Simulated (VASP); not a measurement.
SiNi:

```
CELL_PARAMETERS angstrom
2.94277 0.00000 0.00000
0.00000 3.28033 0.00000
0.00000 0.00000 4.67745
ATOMIC_POSITIONS crystal
Ni 0.50000 0.50000 0.34250
Ni 0.00000 0.00000 0.65750
Si 0.50000 0.50000 0.84314
Si 0.00000 0.00000 0.15686
```

Base run:

```yaml
Program: VASP 6.6.1
Functional: PBE
Potentials_or_basis: VASP PAW PBE potentials, release 64 (Ni_sv_GW, Si)
Cutoff: 690 eV
k_mesh: 8 × 7 × 5
Occupations: fermi-dirac, width 0.05 eV
Spin: collinear spin, ferromagnetic start
Starting_moments: "[0.25, 0.25, 0.0, 0.0] μB"
Fixed_moment: 0.5 μB
```

Its results: pressure 6.5 GPa; site moments Ni +0.17; Si +0.04 μB; largest force 0.115 eV/Å.

The run is repeated on the same cell with these changes: fixed moment from 0.5 μB to 2 μB; moments at the start from [0.25, 0.25, 0.0, 0.0] to [1.0, 1.0, 0.0, 0.0]. What comes out?

Pressure 13.8 GPa; site moments Ni +0.67; Si +0.14 μB; largest force 0.527 eV/Å.

Caveats: the cell stands under pressure; the total moment is fixed, so each spin has its own Fermi level and the state may be an excited one.
